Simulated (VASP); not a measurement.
Input of a VASP 6.6.1 run:

INCAR

```
SYSTEM = Si
ALGO = Normal
EDIFF = 1E-7
ENCUT = 520
GGA = PE
ISIF = 2
ISMEAR = 0
LASPH = .True.
LCHARG = .True.
LELF = .True.
LREAL = .False.
LVHAR = .True.
LWAVE = .False.
NBANDS = 11
NELM = 80
PREC = Accurate
SIGMA = 0.1
```

File KPOINTS:

```
k-points
0
Gamma
  6 6 6
  0 0 0
```

POSCAR

```
Si
1.0
    1.9338560778      1.1165123271      3.1616123959
   -1.9338560778      1.1165123271      3.1616123959
    0.0000000000     -2.2330246541      3.1616123959
Si
2
Direct
    0.6249069302      0.6249069302      0.6249069302
    0.3750930698      0.3750930698      0.3750930698
```

Potentials or basis: VASP PAW PBE potentials, release 64 (Si).

Launch:

```bash
$ cat potpaw_PBE.64/Si/POTCAR > POTCAR
$ mpirun -np 1 vasp_std > vasp.out
```

(1) Predict the pressure.

(2) Predict the largest force.

## Answers

(1) -0.1 GPa.

(2) 0.011 eV/Å.
